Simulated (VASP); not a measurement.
# NaI (Immm) in VASP: further runs

NaI is run at these levels: r2SCAN; tasks: single point.

Everything below comes from runs of VASP 6.6.1. Logs are shortened: lines on timing, memory, paths and dates and some standing lists are left out, and cuts for length are marked.

### 1 The cell of the first run

Symmetry: Immm, No. 71, orthorhombic system. Conventional cell: a = 4.531 Å, b = 4.623 Å, c = 6.473 Å, α = 90.00°, β = 90.00°, γ = 90.00°. Na (site symmetry mmm) has 6 I at 3.24 Å within 4.3 Å. I (site symmetry mmm) has 6 Na at 3.24 Å within 4.3 Å.

### 2 Single point, r2SCAN (strain -0.0200 x Voigt [0, 0, 0, 0, 1, 0])

The input, POSCAR:

```
NaI
1.0
   -0.0323640000      3.2364000000      3.2364000000
    3.2040360000      0.0000000000      3.2040360000
    3.2364000000      3.2364000000     -0.0323640000
Na I
1 1
Direct
    0.0000000000      0.0000000000      0.0000000000
    0.5000000000      0.5000000000      0.5000000000
```

The input, INCAR.step1:

```
SYSTEM = NaI
PREC = Accurate
ENCUT = 520
ISMEAR = 0
SIGMA = 0.05
LREAL = .FALSE.
LASPH = .TRUE.
NELM = 100
NBANDS = 14
GGA = PE
ALGO = Normal
EDIFF = 1E-4
LWAVE = .TRUE.
LCHARG = .FALSE.
```

The input, INCAR.step2:

```
SYSTEM = NaI
PREC = Accurate
ENCUT = 520
EDIFF = 1E-6
ISMEAR = 0
SIGMA = 0.05
LREAL = .FALSE.
LASPH = .TRUE.
NELM = 100
ALGO = Normal
ISIF = 2
LWAVE = .FALSE.
LCHARG = .FALSE.
METAGGA = R2SCAN
LMIXTAU = .TRUE.
NBANDS = 14
ISTART = 1
```

The input, KPOINTS:

```
regular mesh
0
G
  6 6 6
  0 0 0
```

Potentials or basis: VASP PAW PBE potentials, release 64 (Na_pv, I).

Launch:

```console
$ cat potpaw_PBE.64/Na_pv/POTCAR potpaw_PBE.64/I/POTCAR > POTCAR
$ cp INCAR.step1 INCAR
$ mpirun -np 1 vasp_std > vasp.out
$ cp INCAR.step2 INCAR
$ mpirun -np 1 vasp_std > vasp.out
```

OUTCAR:

```text
SYSTEM = NaI
   PREC = Accurate
   ENCUT = 520
   EDIFF = 1E-6
   ISMEAR = 0
   LREAL = .FALSE.
   LASPH = .TRUE.
   NELM = 100
   ISIF = 2
   METAGGA = R2SCAN
   ISTART = 1

 ion  position               nearest neighbor table
   1  0.000  0.000  0.000-
   2  0.500  0.500  0.500-

  LATTYP: Found a body centered orthorhombic cell.
 ALAT       =     4.5311911655
 B/A-ratio  =     1.0202020202
 C/A-ratio  =     1.4284985479

  Lattice vectors:

 A1 = (   3.2364000000,  -3.2364000000,  -0.0323640000)
 A2 = (  -3.2364000000,  -3.2364000000,   0.0323640000)
 A3 = (   0.0323640000,   3.2364000000,  -3.2364000000)

Analysis of symmetry for initial positions (statically):
=====================================================================
 Subroutine PRICEL returns:
 Original cell was already a primitive cell.

 Routine SETGRP: Setting up the symmetry group for a
 body centered orthorhombic supercell.

 Subroutine GETGRP returns: Found  8 space group operations
 (whereof  8 operations were pure point group operations)
 out of a pool of  8 trial point group operations.

The static configuration has the point symmetry D_2h.

Analysis of symmetry for dynamics (positions and initial velocities):
=====================================================================
 Subroutine PRICEL returns:
 Original cell was already a primitive cell.

 Routine SETGRP: Setting up the symmetry group for a
 body centered orthorhombic supercell.

 Subroutine GETGRP returns: Found  8 space group operations
 (whereof  8 operations were pure point group operations)
 out of a pool of  8 trial point group operations.

The dynamic configuration has the point symmetry D_2h.

 Subroutine INISYM returns: Found  8 space group operations
 (whereof  8 operations are pure point group operations),
 and found     1 'primitive' translations

----------------------------------------------------------------------------------------

                                     Primitive cell

  volume of cell :      67.7912

  direct lattice vectors                    reciprocal lattice vectors
    -0.032364000  3.236400000  3.236400000    -0.152963016  0.154492646  0.152963016
     3.204036000  0.000000000  3.204036000     0.156053178 -0.154492646  0.156053178
     3.236400000  3.236400000 -0.032364000     0.152963016  0.154492646 -0.152963016

  length of vectors
     4.577075196  4.531191166  4.577075196     0.265825782  0.269394073  0.265825782

  position of ions in fractional coordinates (direct lattice)
     0.000000000  0.000000000  0.000000000
     0.500000000  0.500000000  0.500000000

  ion indices of the primitive-cell ions
   primitive index   ion index
                 1           1
                 2           2

----------------------------------------------------------------------------------------

 KPOINTS: regular mesh

Automatic generation of k-mesh.
 Grid dimensions read from file:
 generate k-points for:    6    6    6

 Generating k-lattice:

  Cartesian coordinates                     Fractional coordinates (reciprocal lattice)
    -0.025493836  0.025748774  0.025493836     0.166666667  0.000000000  0.000000000
     0.026008863 -0.025748774  0.026008863    -0.000000000  0.166666667 -0.000000000
     0.025493836  0.025748774 -0.025493836     0.000000000  0.000000000  0.166666667

  Length of vectors
     0.044304297  0.044899012  0.044304297

  Shift w.r.t. Gamma in fractional coordinates (k-lattice)
     0.000000000  0.000000000  0.000000000

 Subroutine IBZKPT returns following result:
 ===========================================

 Found     46 irreducible k-points:

 Following reciprocal coordinates:
            Coordinates               Weight
  0.000000  0.000000  0.000000      1.000000
  0.166667  0.000000  0.000000      4.000000
  0.333333  0.000000  0.000000      4.000000
  0.500000  0.000000 -0.000000      2.000000
 -0.000000  0.166667 -0.000000      4.000000
  0.166667  0.166667 -0.000000      4.000000
[... 16 lines left out ...]
  0.500000  0.000000  0.166667      4.000000
 -0.333333  0.000000  0.166667      4.000000
 [... further k-points ...]
   k-points           NKPTS =     46   k-points in BZ     NKDIM =     46   number of bands    NBANDS=     14
   number of dos      NEDOS =    301   number of ions     NIONS =      2
   total plane-waves  NPLWV =  46656
   dimension x,y,z NGX =    36 NGY =   36 NGZ =   36
   dimension x,y,z NGXF=    72 NGYF=   72 NGZF=   72
   ions per type =               1   1
   NGX,Y,Z   is equivalent  to a cutoff of  13.08, 13.21, 13.08 a.u.
   NGXF,Y,Z  is equivalent  to a cutoff of  26.15, 26.42, 26.15 a.u.
 SYSTEM =  NaI
   PREC   = accura    normal or accurate (medium, high low for compatibility)
   ISTART =      1    job   : 0-new  1-cont  2-samecut
   ICHARG =      0    charge: 1-file 2-atom 10-const
   ISPIN  =      1    spin polarized calculation?
   LNONCOLLINEAR =      F non collinear calculations
   LSORBIT =      F    spin-orbit coupling
   LASPH  =      T    aspherical Exc in radial PAW
   ENCUT  =  520.0 eV  38.22 Ry    6.18 a.u.   8.51  8.43  8.51*2*pi/ulx,y,z
   NELM   =    100;   NELMIN=  2; NELMDL=  0     # of ELM steps
   EDIFF  = 0.1E-05   stopping-criterion for ELM
   LREAL  =      F    real-space projection
   EDIFFG = 0.1E-04   stopping-criterion for IOM
   NSW    =      0    number of steps for IOM
   IBRION =     -1    ionic relax: 0-MD 1-quasi-New 2-CG
   NFREE  =      0    steps in history (QN), initial steepest desc. (CG)
   ISIF   =      2    stress and relaxation
   ISYM   =      2    0-nonsym 1-usesym 2-fastsym
   POTIM  = 0.5000    time-step for ionic-motion
   TEBEG  =    0.0;   TEEND  =   0.0 temperature during run
   PSTRESS=    0.0 pullay stress
   NELECT =      14.0000    total number of electrons
   NUPDOWN=      -1.0000    fix difference up-down
   EMIN   =  10.00;   EMAX   =-10.00  energy-range for DOS
   EFERMI =   0.00;   METHOD = LEGACY
   ISMEAR =     0;   SIGMA  =   0.05  broadening in eV -4-tet -1-fermi 0-gaus
   EFERMI_NEDOS =   21; number of points for ismear=-14 and -15
   IALGO  =     38    algorithm
   IMIX   =      4    mixing-type and parameters
     AMIX     =   0.40;   BMIX     =  1.00
     AMIX_MAG =   1.60;   BMIX_MAG =  1.00
  volume/ion in A,a.u.               =      33.90       228.74
  Fermi-wavevector in a.u.,A,eV,Ry     =   0.967668  1.828628 12.740247  0.936382
  Thomas-Fermi vector in A             =   2.097573
   LORBIT       =      0    0 simple, 1 ext, 2 COOP (PROOUT), +10 PAW based schemes
   METAGGA = R2SCAN    functional components
   LHFCALC =     F    Hartree Fock is set to
   AEXX    =    0.0000 exact exchange contribution
   IVDW    =     0    specifies the selected vdW correction
   LEPSILON=     F    determine dielectric tensor
   LRPA    =     F    only Hartree local field effects (RPA)
 non-spin polarized calculation
 Gauss-broadening in eV      SIGMA  =   0.05
  energy-cutoff  :      520.00
  volume of cell :       67.79
 maximum number of plane-waves:      1844
 NGX is ok and might be reduce to    36
   NGX = 17   NGY = 17   NGZ = 17

 number of electron      13.9999994 magnetization

 Free energy of the ion-electron system (eV)
  ---------------------------------------------------
  ext. energy  EPLUGINS =         0.00000000
  ---------------------------------------------------
  free energy    TOTEN  =       -31.08473821 eV

  energy without entropy =      -31.08473821  energy(sigma->0) =      -31.08473821

 E-fermi :   0.8111     XC(G=0):  -8.0691

 val. band max:        0.5273508251   @ k =   0.0000   0.0000   0.0000
 cond. band min:       4.9180836859   @ k =   0.0000   0.0000   0.0000
 fundamental gap:      4.3907328608
 Fermi energy:         0.8110920215

 k-point     1 :       0.0000    0.0000    0.0000
  band No.  band energies     occupation
      1     -22.7717      2.00000
      2     -22.7707      2.00000
      3     -22.7696      2.00000
      4     -10.8646      2.00000
      5       0.4369      2.00000
      6       0.4804      2.00000
      7       0.5274      2.00000
      8       4.9181      0.00000
      9       8.8423      0.00000
     10       8.9580      0.00000
     11       9.0721      0.00000
     12      10.8079      0.00000
     13      10.8116      0.00000
     14      11.5960      0.00000

 k-point     2 :       0.1667    0.0000    0.0000
  band No.  band energies     occupation
      1     -22.7718      2.00000
      2     -22.7714      2.00000
      3     -22.7701      2.00000
      4     -10.7881      2.00000
      5      -0.2509      2.00000
      6       0.3925      2.00000
      7       0.4480      2.00000
      8       5.7014      0.00000
      9       8.4565      0.00000
     10       9.1382      0.00000
     11       9.2749      0.00000
     12      10.3459      0.00000
     13      10.4188      0.00000
     14      12.2157      0.00000

 k-point     3 :       0.3333    0.0000    0.0000
  band No.  band energies     occupation
      1     -22.7738      2.00000
      2     -22.7719      2.00000
      3     -22.7704      2.00000
      4     -10.6261      2.00000
      5      -1.2846      2.00000
      6       0.2545      2.00000
      7       0.2994      2.00000
      8       6.2552      0.00000
      9       8.7958      0.00000
     10       8.8973      0.00000
     11       9.2334      0.00000
     12      11.3498      0.00000
     13      11.5163      0.00000
     14      11.5297      0.00000
[... 324 lines left out ...]
 k-point    23 :       0.5000    0.0000    0.1667
  band No.  band energies     occupation
      1     -22.7745      2.00000
      2     -22.7723      2.00000
      3     -22.7710      2.00000
      4     -10.5177      2.00000
      5      -1.5199      2.00000
      6      -0.1991      2.00000
      7       0.1085      2.00000
      8       6.8095      0.00000
      9       7.8582      0.00000
     10       9.2469      0.00000
     11       9.3569      0.00000
     12      12.0294      0.00000
     13      13.0627      0.00000
     14      13.4742      0.00000

 k-point    24 :      -0.3333    0.0000    0.1667
  band No.  band energies     occupation
      1     -22.7738      2.00000
      2     -22.7720      2.00000
      3     -22.7715      2.00000
      4     -10.5477      2.00000
      5      -1.3797      2.00000
      6      -0.2770      2.00000
      7       0.2251      2.00000
      8       6.9839      0.00000
      9       8.0325      0.00000
     10       9.1310      0.00000
     11       9.2223      0.00000
     12      11.2741      0.00000
     13      12.7568      0.00000
     14      13.1685      0.00000

 [... further k-points ...]

------------------------ aborting loop because EDIFF is reached ----------------------------------------

  FORCE on cell =-STRESS in cart. coord.  units (eV):
  Direction    XX          YY          ZZ          XY          YZ          ZX
  --------------------------------------------------------------------------------------
  -------------------------------------------------------------------------------------
  Total       -0.0689335     -0.0751517     -0.0689335     -0.0000000      0.0000000      0.0669834
  in kB       -1.6291758     -1.7761354     -1.6291758     -0.0000000      0.0000000      1.5830863
  external PRESSURE =      -1.6781623 kB  Pullay stress =       0.0000000 kB

 VOLUME and BASIS-vectors are now :
 -----------------------------------------------------------------------------
  energy-cutoff  :      520.00
  volume of cell :       67.79
      direct lattice vectors                 reciprocal lattice vectors
    -0.032364000  3.236400000  3.236400000    -0.152963016  0.154492646  0.152963016
     3.204036000  0.000000000  3.204036000     0.156053178 -0.154492646  0.156053178
     3.236400000  3.236400000 -0.032364000     0.152963016  0.154492646 -0.152963016

 POSITION                                       TOTAL-FORCE (eV/Angst)
 -----------------------------------------------------------------------------------
      0.00000      0.00000      0.00000         0.000000     -0.000000      0.000000
      3.20404      3.23640      3.20404         0.000000      0.000000     -0.000000
 -----------------------------------------------------------------------------------
    total drift:                                0.000000      0.000000      0.000000

  FREE ENERGIE OF THE ION-ELECTRON SYSTEM (eV)
  ---------------------------------------------------
  free  energy   TOTEN  =       -31.0847382104 eV

  energy  without entropy=      -31.0847382104  energy(sigma->0) =      -31.08473821
```

Run time: 1.9 min. Hardware: 1 thread of AMD EPYC 9R45 (Zen 5), shared host; peak memory 0.2 GiB.

What came out:

| Quantity | Value |
| --- | --- |
| Free energy | -31.0847 eV |
| Pressure | -0.2 GPa |
| Band gap on the k mesh | 4.39 eV |

Levels at points of the mesh, in eV from the valence-band top:
| k point | band 4 | band 5 | band 6 | band 7 | band 8 | band 9 | band 10 | band 11 |
| --- | --- | --- | --- | --- | --- | --- | --- | --- |
| (0.00, 0.00, 0.00) | -11.39 | -0.09 | -0.05 | 0.00 | 4.39 | 8.31 | 8.43 | 8.54 |
| (0.50, 0.00, 0.00) | -11.07 | -2.24 | -0.34 | -0.30 | 5.68 | 8.02 | 8.13 | 9.70 |
| (0.00, 0.50, 0.00) | -11.05 | -2.22 | -0.39 | -0.35 | 5.62 | 7.93 | 8.03 | 9.76 |
| (0.50, 0.50, 0.00) | -10.97 | -1.98 | -0.81 | -0.81 | 5.18 | 5.98 | 10.67 | 12.11 |
| (0.50, 0.00, 0.50) | -10.97 | -1.98 | -0.87 | -0.74 | 5.17 | 5.99 | 10.68 | 12.13 |

Caveat: the cell differs from its parent crystal (strain -0.0200 x Voigt [0, 0, 0, 0, 1, 0]); the PAW data sets were made with another functional, which shifts forces and pressure a little; spin-orbit coupling is left out, which moves the levels of the heavy elements.

### 3 Single point, r2SCAN (strain +0.0150 x Voigt [0, 0, 0, 0, 1, 0])

The input, POSCAR:

```
NaI
1.0
    0.0242730000      3.2364000000      3.2364000000
    3.2606730000      0.0000000000      3.2606730000
    3.2364000000      3.2364000000      0.0242730000
Na I
1 1
Direct
    0.0000000000      0.0000000000      0.0000000000
    0.5000000000      0.5000000000      0.5000000000
```

The input, INCAR.step1:

```
PREC = Accurate
ENCUT = 520
ISMEAR = 0
SIGMA = 0.05
LREAL = False
LASPH = True
NELM = 100
NBANDS = 14
GGA = PE
ALGO = Normal
EDIFF = 1E-4
LWAVE = True
LCHARG = False
```

The input, INCAR.step2:

```
PREC = Accurate
ENCUT = 520
EDIFF = 1E-7
ISMEAR = 0
SIGMA = 0.05
LREAL = False
LASPH = True
NELM = 100
ALGO = Normal
ISIF = 2
LWAVE = False
LCHARG = True
METAGGA = R2SCAN
LMIXTAU = True
LELF = True
LVHAR = True
NBANDS = 14
ISTART = 1
```

The input, KPOINTS:

```
Automatic mesh
0
Gamma
  6 6 6
```

Potentials or basis: VASP PAW PBE potentials, release 64 (Na_pv, I).

Launch:

```console
$ cat potpaw_PBE.64/Na_pv/POTCAR potpaw_PBE.64/I/POTCAR > POTCAR
$ cp INCAR.step1 INCAR
$ mpirun -np 1 vasp_std > vasp.out
$ cp INCAR.step2 INCAR
$ mpirun -np 1 vasp_std > vasp.out
```

Wall time 2.7 min (1 thread of AMD EPYC 9R45 (Zen 5), shared host); peak memory 0.2 GiB.

The run converged. Its results:

```
Free energy            : -31.0850 eV
Pressure               : -0.2 GPa
Band gap on the k mesh : 4.40 eV
```

Stress tensor (GPa, compression positive):
```
-0.17  0.00 -0.12
 0.00 -0.18  0.00
-0.12  0.00 -0.17
```

Levels at points of the mesh, in eV from the valence-band top:
```csv
k point,band 5,band 6,band 7,band 8,band 9,band 10
"(0.00, 0.00, 0.00)",-0.07,-0.03,0.00,4.40,8.35,8.44
"(0.50, 0.00, 0.00)",-2.21,-0.36,-0.34,5.63,7.96,8.04
"(0.00, 0.50, 0.00)",-2.23,-0.33,-0.30,5.68,8.03,8.11
"(0.50, 0.50, 0.00)",-1.97,-0.79,-0.79,5.19,5.99,10.69
"(0.50, 0.00, 0.50)",-1.97,-0.84,-0.75,5.19,5.99,10.70
```

Caveat: the cell differs from its parent crystal (strain +0.0150 x Voigt [0, 0, 0, 0, 1, 0]); the PAW data sets were made with another functional, which shifts forces and pressure a little; spin-orbit coupling is left out, which moves the levels of the heavy elements.

### 4 Single point, r2SCAN (strain -0.0100 x Voigt [0, 0, 0, 0, 1, 0])

The input, POSCAR:

```
NaI
1.0
   -0.0161820000      3.2364000000      3.2364000000
    3.2202180000      0.0000000000      3.2202180000
    3.2364000000      3.2364000000     -0.0161820000
Na I
1 1
Direct
    0.0000000000      0.0000000000      0.0000000000
    0.5000000000      0.5000000000      0.5000000000
```

The input, INCAR.step1:

```
PREC     = Accurate       # precision mode
ENCUT    = 520            # plane-wave cutoff, eV
ISMEAR   = 0              # smearing method
SIGMA    = 0.05           # smearing width, eV
LREAL    = F              # projectors in reciprocal space
LASPH    = T              # aspherical terms in the spheres
NELM     = 100            # most SCF steps
NBANDS   = 14             # bands
GGA      = PE             # functional
ALGO     = Normal         # electronic algorithm
EDIFF    = 1E-4           # SCF threshold, eV
LWAVE    = T              # write WAVECAR
LCHARG   = F              # write CHGCAR
```

The input, INCAR.step2:

```
PREC     = Accurate       # precision mode
ENCUT    = 520            # plane-wave cutoff, eV
EDIFF    = 1E-7           # SCF threshold, eV
ISMEAR   = 0              # smearing method
SIGMA    = 0.05           # smearing width, eV
LREAL    = F              # projectors in reciprocal space
LASPH    = T              # aspherical terms in the spheres
NELM     = 100            # most SCF steps
ALGO     = Normal         # electronic algorithm
ISIF     = 2              # what is computed and relaxed
LWAVE    = F              # write WAVECAR
LCHARG   = F              # write CHGCAR
METAGGA  = R2SCAN         # meta-GGA
LMIXTAU  = T            
NBANDS   = 14             # bands
ISTART   = 1
```

The input, KPOINTS:

```
regular mesh
0
Gamma
  6 6 6
```

Launch:

```console
$ cat potpaw_PBE.64/Na_pv/POTCAR potpaw_PBE.64/I/POTCAR > POTCAR
$ cp INCAR.step1 INCAR
$ mpirun -np 1 vasp_std > vasp.out
$ cp INCAR.step2 INCAR
$ mpirun -np 1 vasp_std > vasp.out
```

Run time: 2.5 min. Hardware: 1 thread of AMD EPYC 9R45 (Zen 5), shared host; peak memory 0.2 GiB.

It converged, with:

| Quantity | Value |
| --- | --- |
| Free energy | -31.0852 eV |
| Pressure | -0.2 GPa |
| Band gap on the k mesh | 4.42 eV |

Stress tensor (GPa, compression positive):
```
-0.18  0.00  0.08
 0.00 -0.18  0.00
 0.08  0.00 -0.18
```

Levels at points of the mesh, in eV from the valence-band top:
| k point | band 3 | band 4 | band 5 | band 6 | band 7 | band 8 | band 9 | band 10 | band 11 | band 12 |
| --- | --- | --- | --- | --- | --- | --- | --- | --- | --- | --- |
| (0.00, 0.00, 0.00) | -23.27 | -11.37 | -0.05 | -0.02 | 0.00 | 4.42 | 8.39 | 8.45 | 8.51 | 10.30 |
| (0.50, 0.00, 0.00) | -23.27 | -11.04 | -2.21 | -0.32 | -0.30 | 5.68 | 8.05 | 8.10 | 9.74 | 11.04 |
| (0.00, 0.50, 0.00) | -23.27 | -11.03 | -2.20 | -0.34 | -0.32 | 5.65 | 8.00 | 8.05 | 9.77 | 11.03 |
| (0.50, 0.50, 0.00) | -23.28 | -10.95 | -1.96 | -0.78 | -0.78 | 5.20 | 6.00 | 10.70 | 12.15 | 12.27 |
| (0.50, 0.00, 0.50) | -23.27 | -10.95 | -1.96 | -0.81 | -0.75 | 5.20 | 6.00 | 10.71 | 12.15 | 12.25 |

Caveat: the cell differs from its parent crystal (strain -0.0100 x Voigt [0, 0, 0, 0, 1, 0]); the PAW data sets were made with another functional, which shifts forces and pressure a little; spin-orbit coupling is left out, which moves the levels of the heavy elements.

(Continued in part 2 of 2.)
